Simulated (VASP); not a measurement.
# SiB2 (P4/mmm) in VASP: notebook

SiB2 is run at these levels: PBE; tasks: single point.

All numbers are computed with VASP 6.6.1; they aren't measurements. Logs are shortened: lines on timing, memory, paths and dates and some standing lists are left out, and cuts for length are marked.

## (1) The cell of the first run

It takes space group P4/mmm (No. 123, tetragonal). The conventional cell has a = 3.026 Å, b = 3.026 Å, c = 3.317 Å, α = 90.00°, β = 90.00°, γ = 90.00°. Si (site symmetry 4/mmm) has 16 B at 2.34 to 3.20 Å and 6 Si at 3.03 to 3.32 Å within 3.4 Å. Within 1.9 Å of B (site symmetry 4mm) lie 2 B at 1.45 to 1.87 Å.

The cell was generated, and may not be a known phase.

## (2) Single point, PBE

File INCAR:

```
SYSTEM = SiB2
ALGO = Normal
EDIFF = 1E-6
ENCUT = 520
GGA = PE
ISIF = 2
ISMEAR = 0
LASPH = .TRUE.
LCHARG = .FALSE.
LREAL = .FALSE.
LWAVE = .FALSE.
NBANDS = 12
NELM = 60
PREC = Accurate
SIGMA = 0.1
```

File KPOINTS:

```
k-points
0
G
  6 6 6
  0 0 0
```

File POSCAR:

```
SiB2
1.0
    3.0257926400      0.0000000000      0.0000000000
    0.0000000000      3.0257926400      0.0000000000
    0.0000000000      0.0000000000      3.3174185700
Si B
1 2
Direct
    0.0000000000      0.0000000000      0.5000000000
    0.5000000000      0.5000000000      0.7819589700
    0.5000000000      0.5000000000      0.2180410300
```

Potentials or basis: VASP PAW PBE potentials, release 64 (Si, B).

Command:

```bash
> cat potpaw_PBE.64/Si/POTCAR potpaw_PBE.64/B/POTCAR > POTCAR
> mpirun -np 1 vasp_std > vasp.out
```

OUTCAR:

```text
SYSTEM = SiB2
   EDIFF = 1E-6
   ENCUT = 520
   GGA = PE
   ISIF = 2
   ISMEAR = 0
   LASPH = .TRUE.
   LREAL = .FALSE.
   NELM = 60
   PREC = Accurate

 ion  position               nearest neighbor table
   1  0.000  0.000  0.500-   2 2.34   3 2.34   2 2.34   3 2.34   2 2.34   3 2.34   2 2.34   3 2.34

   2  0.500  0.500  0.782-   3 1.45   3 1.87   1 2.34   1 2.34   1 2.34   1 2.34
   3  0.500  0.500  0.218-   2 1.45   2 1.87   1 2.34   1 2.34   1 2.34   1 2.34

  LATTYP: Found a simple tetragonal cell.
 ALAT       =     3.0257926400
 C/A-ratio  =     1.0963800117

  Lattice vectors:

 A1 = (   3.0257926400,   0.0000000000,   0.0000000000)
 A2 = (   0.0000000000,   3.0257926400,   0.0000000000)
 A3 = (   0.0000000000,   0.0000000000,   3.3174185700)

Analysis of symmetry for initial positions (statically):
=====================================================================
 Subroutine PRICEL returns:
 Original cell was already a primitive cell.

 Routine SETGRP: Setting up the symmetry group for a
 simple tetragonal supercell.

 Subroutine GETGRP returns: Found 16 space group operations
 (whereof 16 operations were pure point group operations)
 out of a pool of 16 trial point group operations.

The static configuration has the point symmetry D_4h.

Analysis of symmetry for dynamics (positions and initial velocities):
=====================================================================
 Subroutine PRICEL returns:
 Original cell was already a primitive cell.

 Routine SETGRP: Setting up the symmetry group for a
 simple tetragonal supercell.

 Subroutine GETGRP returns: Found 16 space group operations
 (whereof 16 operations were pure point group operations)
 out of a pool of 16 trial point group operations.

The dynamic configuration has the point symmetry D_4h.

 Subroutine INISYM returns: Found 16 space group operations
 (whereof 16 operations are pure point group operations),
 and found     1 'primitive' translations

----------------------------------------------------------------------------------------

                                     Primitive cell

  volume of cell :      30.3724

  direct lattice vectors                    reciprocal lattice vectors
     3.025792640  0.000000000  0.000000000     0.330491914  0.000000000  0.000000000
     0.000000000  3.025792640  0.000000000     0.000000000  0.330491914  0.000000000
     0.000000000  0.000000000  3.317418570     0.000000000  0.000000000  0.301439200

  length of vectors
     3.025792640  3.025792640  3.317418570     0.330491914  0.330491914  0.301439200

  position of ions in fractional coordinates (direct lattice)
     0.000000000  0.000000000  0.500000000
     0.500000000  0.500000000  0.781958970
     0.500000000  0.500000000  0.218041030

  ion indices of the primitive-cell ions
   primitive index   ion index
                 1           1
                 2           2
                 3           3

----------------------------------------------------------------------------------------

 KPOINTS: k-points

Automatic generation of k-mesh.
 Grid dimensions read from file:
 generate k-points for:    6    6    6

 Generating k-lattice:

  Cartesian coordinates                     Fractional coordinates (reciprocal lattice)
     0.055081986  0.000000000  0.000000000     0.166666667  0.000000000  0.000000000
     0.000000000  0.055081986  0.000000000     0.000000000  0.166666667  0.000000000
     0.000000000  0.000000000  0.050239867     0.000000000  0.000000000  0.166666667

  Length of vectors
     0.055081986  0.055081986  0.050239867

  Shift w.r.t. Gamma in fractional coordinates (k-lattice)
     0.000000000  0.000000000  0.000000000

 Subroutine IBZKPT returns following result:
 ===========================================

 Found     40 irreducible k-points:

 Following reciprocal coordinates:
            Coordinates               Weight
  0.000000  0.000000  0.000000      1.000000
  0.166667  0.000000  0.000000      4.000000
  0.333333  0.000000  0.000000      4.000000
  0.500000  0.000000  0.000000      2.000000
  0.166667  0.166667  0.000000      4.000000
  0.333333  0.166667  0.000000      8.000000
[... 16 lines left out ...]
  0.333333  0.000000  0.333333      8.000000
  0.500000  0.000000  0.333333      4.000000
 [... further k-points ...]
   k-points           NKPTS =     40   k-points in BZ     NKDIM =     40   number of bands    NBANDS=     12
   number of dos      NEDOS =    301   number of ions     NIONS =      3
   total plane-waves  NPLWV =  16128
   dimension x,y,z NGX =    24 NGY =   24 NGZ =   28
   dimension x,y,z NGXF=    48 NGYF=   48 NGZF=   56
   ions per type =               1   2
   NGX,Y,Z   is equivalent  to a cutoff of  13.19, 13.19, 14.03 a.u.
   NGXF,Y,Z  is equivalent  to a cutoff of  26.37, 26.37, 28.06 a.u.
 SYSTEM =  SiB2
   PREC   = accura    normal or accurate (medium, high low for compatibility)
   ISTART =      0    job   : 0-new  1-cont  2-samecut
   ICHARG =      2    charge: 1-file 2-atom 10-const
   ISPIN  =      1    spin polarized calculation?
   LNONCOLLINEAR =      F non collinear calculations
   LSORBIT =      F    spin-orbit coupling
   LASPH  =      T    aspherical Exc in radial PAW
   ENCUT  =  520.0 eV  38.22 Ry    6.18 a.u.   5.63  5.63  6.17*2*pi/ulx,y,z
   NELM   =     60;   NELMIN=  2; NELMDL= -5     # of ELM steps
   EDIFF  = 0.1E-05   stopping-criterion for ELM
   LREAL  =      F    real-space projection
   EDIFFG = 0.1E-04   stopping-criterion for IOM
   NSW    =      0    number of steps for IOM
   IBRION =     -1    ionic relax: 0-MD 1-quasi-New 2-CG
   NFREE  =      0    steps in history (QN), initial steepest desc. (CG)
   ISIF   =      2    stress and relaxation
   ISYM   =      2    0-nonsym 1-usesym 2-fastsym
   POTIM  = 0.5000    time-step for ionic-motion
   TEBEG  =    0.0;   TEEND  =   0.0 temperature during run
   PSTRESS=    0.0 pullay stress
   NELECT =      10.0000    total number of electrons
   NUPDOWN=      -1.0000    fix difference up-down
   EMIN   =  10.00;   EMAX   =-10.00  energy-range for DOS
   EFERMI =   0.00;   METHOD = LEGACY
   ISMEAR =     0;   SIGMA  =   0.10  broadening in eV -4-tet -1-fermi 0-gaus
   EFERMI_NEDOS =   21; number of points for ismear=-14 and -15
   IALGO  =     38    algorithm
   IMIX   =      4    mixing-type and parameters
     AMIX     =   0.40;   BMIX     =  1.00
     AMIX_MAG =   1.60;   BMIX_MAG =  1.00
  volume/ion in A,a.u.               =      10.12        68.32
  Fermi-wavevector in a.u.,A,eV,Ry     =   1.130443  2.136227 17.386901  1.277901
  Thomas-Fermi vector in A             =   2.267139
   LORBIT       =      0    0 simple, 1 ext, 2 COOP (PROOUT), +10 PAW based schemes
   GGA     = PE    functional components
   LHFCALC =     F    Hartree Fock is set to
   AEXX    =    0.0000 exact exchange contribution
   IVDW    =     0    specifies the selected vdW correction
   LEPSILON=     F    determine dielectric tensor
   LRPA    =     F    only Hartree local field effects (RPA)
 non-spin polarized calculation
 Gauss-broadening in eV      SIGMA  =   0.10
  energy-cutoff  :      520.00
  volume of cell :       30.37
 maximum number of plane-waves:       836
 NGX is ok and might be reduce to    24
   NGX = 11   NGY = 11   NGZ = 13

 number of electron      10.0000000 magnetization

 Free energy of the ion-electron system (eV)
  ---------------------------------------------------
  ext. energy  EPLUGINS =         0.00000000
  ---------------------------------------------------
  free energy    TOTEN  =       -15.96287840 eV

  energy without entropy =      -15.95526345  energy(sigma->0) =      -15.95907092

 E-fermi :   7.4230     XC(G=0): -11.2702

 val. band max:        7.4163856477   @ k =   0.3333   0.3333   0.3333
 cond. band min:       7.5771128752   @ k =   0.5000   0.1667   0.5000
 fundamental gap:      0.1607272275
 Fermi energy:         7.4230259356

 k-point     1 :       0.0000    0.0000    0.0000
  band No.  band energies     occupation
      1      -6.9788      2.00000
      2       1.9654      2.00000
      3       5.2203      2.00000
      4       5.2203      2.00000
      5       5.9407      2.00000
      6       8.5480      0.00000
      7      11.5894      0.00000
      8      15.3001      0.00000
      9      15.3001      0.00000
     10      17.3366      0.00000
     11      17.3366      0.00000
     12      17.3750      0.00000

 k-point     2 :       0.1667    0.0000    0.0000
  band No.  band energies     occupation
      1      -6.5787      2.00000
      2       2.0499      2.00000
      3       2.8492      2.00000
      4       5.5403      2.00000
      5       6.2769      2.00000
      6       9.7175      0.00000
      7      13.5277      0.00000
      8      13.8895      0.00000
      9      15.5849      0.00000
     10      15.6689      0.00000
     11      15.8945      0.00000
     12      17.3800      0.00000

 k-point     3 :       0.3333    0.0000    0.0000
  band No.  band energies     occupation
      1      -5.3948      2.00000
      2      -0.5856      2.00000
      3       2.6508      2.00000
      4       6.3741      2.00000
      5       7.2530      1.98378
      6      10.9574      0.00000
      7      11.4676      0.00000
      8      13.0519      0.00000
      9      13.2682      0.00000
     10      15.1952      0.00000
     11      16.2847      0.00000
     12      19.4415      0.00000

 k-point     4 :       0.5000    0.0000    0.0000
  band No.  band energies     occupation
      1      -3.8554      2.00000
      2      -2.8477      2.00000
      3       2.8878      2.00000
      4       6.9920      2.00000
      5       8.3373      0.00000
      6       9.8252      0.00000
      7      11.7578      0.00000
      8      11.8178      0.00000
      9      13.0457      0.00000
     10      13.4300      0.00000
     11      16.7450      0.00000
     12      20.7246      0.00000

 k-point     5 :       0.1667    0.1667    0.0000
  band No.  band energies     occupation
      1      -6.1802      2.00000
      2       2.1649      2.00000
      3       3.1594      2.00000
      4       3.2430      2.00000
      5       6.6163      2.00000
      6      11.0569      0.00000
      7      13.8502      0.00000
      8      14.0154      0.00000
      9      14.3906      0.00000
     10      14.6465      0.00000
     11      15.7376      0.00000
     12      17.4858      0.00000
[... 228 lines left out ...]
      1      -5.8700      2.00000
      2      -1.7268      2.00000
      3       6.5584      2.00000
      4       6.5584      2.00000
      5       8.4471      0.00000
      6       9.5358      0.00000
      7      10.6340      0.00000
      8      10.6340      0.00000
      9      12.6275      0.00000
     10      17.3772      0.00000
     11      19.2989      0.00000
     12      20.1416      0.00000

 k-point    22 :       0.1667    0.0000    0.3333
  band No.  band energies     occupation
      1      -5.4700      2.00000
      2      -1.3950      2.00000
      3       3.9118      2.00000
      4       6.8851      2.00000
      5       7.2344      1.99236
      6      10.2932      0.00000
      7      10.9108      0.00000
      8      11.3195      0.00000
      9      15.0134      0.00000
     10      17.3052      0.00000
     11      17.3845      0.00000
     12      19.0646      0.00000

 k-point    23 :       0.3333    0.0000    0.3333
  band No.  band energies     occupation
      1      -4.2926      2.00000
      2      -0.5022      2.00000
      3       0.6508      2.00000
      4       4.7635      2.00000
      5       7.7433      0.00001
      6      11.5707      0.00000
      7      11.6116      0.00000
      8      12.2347      0.00000
      9      14.3174      0.00000
     10      15.5189      0.00000
     11      17.9313      0.00000
     12      19.6873      0.00000

 k-point    24 :       0.5000    0.0000    0.3333
  band No.  band energies     occupation
      1      -2.8394      2.00000
      2      -1.5899      2.00000
      3       0.3375      2.00000
      4       3.3838      2.00000
      5       8.3903      0.00000
      6      12.4386      0.00000
      7      12.4661      0.00000
      8      12.5059      0.00000
      9      13.4313      0.00000
     10      13.6641      0.00000
     11      17.2232      0.00000
     12      19.4497      0.00000

 [... further k-points ...]

------------------------ aborting loop because EDIFF is reached ----------------------------------------

  FORCE on cell =-STRESS in cart. coord.  units (eV):
  Direction    XX          YY          ZZ          XY          YZ          ZX
  --------------------------------------------------------------------------------------
  -------------------------------------------------------------------------------------
  Total       -1.2856599     -1.2856599      4.4707034      0.0000000      0.0000000      0.0000000
  in kB      -67.8200493    -67.8200493    235.8347752      0.0000000      0.0000000      0.0000000
  external PRESSURE =      33.3982255 kB  Pullay stress =       0.0000000 kB

 VOLUME and BASIS-vectors are now :
 -----------------------------------------------------------------------------
  energy-cutoff  :      520.00
  volume of cell :       30.37
      direct lattice vectors                 reciprocal lattice vectors
     3.025792640  0.000000000  0.000000000     0.330491914  0.000000000  0.000000000
     0.000000000  3.025792640  0.000000000     0.000000000  0.330491914  0.000000000
     0.000000000  0.000000000  3.317418570     0.000000000  0.000000000  0.301439200

 POSITION                                       TOTAL-FORCE (eV/Angst)
 -----------------------------------------------------------------------------------
      0.00000      0.00000      1.65871         0.000000     -0.000000      0.000000
      1.51290      1.51290      2.59409         0.000000      0.000000     -7.094260
      1.51290      1.51290      0.72333         0.000000     -0.000000      7.094260
 -----------------------------------------------------------------------------------
    total drift:                                0.000000     -0.000000     -0.000000

  FREE ENERGIE OF THE ION-ELECTRON SYSTEM (eV)
  ---------------------------------------------------
  free  energy   TOTEN  =       -15.9628783997 eV

  energy  without entropy=      -15.9552634500  energy(sigma->0) =      -15.95907092
```

Wall time 6.1 s (1 thread of AMD EPYC 9R45 (Zen 5), shared host); peak memory 0.11 GiB.

What came out:

- Free energy: -15.9629 eV
- Pressure: 3.3 GPa
- Largest force: 7.094 eV/Å
- Band gap on the k mesh: zero (bands 5 and 6 overlap by 5.30 eV)

Forces in eV/Å, atoms in the order of the input:
```
Si   0.000  0.000  0.000
B    0.000  0.000 -7.094
B    0.000  0.000  7.094
```

Caveat: the stress differs along the axes, from -7 to 24 GPa; forces of over 1 eV/Å act on the atoms, so gaps and moduli don't describe the material at rest.

## (3) Single point, PBE

This run uses another cell than the first one, of 9.89 Å³/atom.

File INCAR:

```
PREC = Accurate
ENCUT = 520
EDIFF = 1E-7
ISMEAR = 0
SIGMA = 0.1
LREAL = False
LASPH = True
NELM = 60
ALGO = Normal
ISIF = 2
LWAVE = False
LCHARG = True
GGA = PE
LELF = True
LVHAR = True
NBANDS = 12
```

File KPOINTS:

```
regular mesh
0
Gamma
  6 6 6
```

File POSCAR:

```
SiB2
1.0
    3.0195430694      0.0000000000      0.0000000000
    0.0000000000      3.0195430694      0.0000000000
    0.0000000000      0.0000000000      3.2536770307
Si B
1 2
Direct
    0.0000000000      0.0000000000      0.5000000000
    0.5000000000      0.5000000000      0.7486736111
    0.5000000000      0.5000000000      0.2513263889
```

Potentials or basis: VASP PAW PBE potentials, release 64 (Si, B).

Command:

```bash
> cat potpaw_PBE.64/Si/POTCAR potpaw_PBE.64/B/POTCAR > POTCAR
> mpirun -np 1 vasp_std > vasp.out
```

Wall time 6.3 s (1 thread of AMD EPYC 9R45 (Zen 5), shared host); peak memory 0.11 GiB.

It converged, with:

```
Free energy            : -16.7188 eV
Pressure               : 0.0 GPa
Largest force          : 0.033 eV/Å
Band gap on the k mesh : zero (bands 5 and 6 overlap by 3.61 eV)
```

Forces in eV/Å, atoms in the order of the input:
```
Si   0.000  0.000  0.000
B    0.000  0.000  0.033
B    0.000  0.000 -0.033
```

Stress tensor (GPa, compression positive):
```
 0.12  0.00  0.00
 0.00  0.12  0.00
 0.00  0.00 -0.34
```

Levels at points of the mesh, in eV from the Fermi level:
```tsv
k point	band 3	band 4	band 5	band 6	band 7	band 8
(0.00, 0.00, 0.00)	-2.84	-2.84	-1.29	0.48	3.67	7.65
(0.50, 0.00, 0.00)	-4.47	-1.05	0.84	2.83	3.86	4.59
(0.50, 0.50, 0.00)	-7.77	-5.94	-3.84	3.96	3.96	4.84
(0.00, 0.00, 0.50)	-0.88	-0.88	1.23	2.08	2.08	2.11
(0.50, 0.00, 0.50)	-7.86	-5.46	1.17	3.50	4.98	4.98
(0.50, 0.50, 0.50)	-5.89	-5.89	-3.96	-2.31	-2.31	-0.92
```

The gap in the log of VASP goes by the Fermi energy; the results here count the filled bands.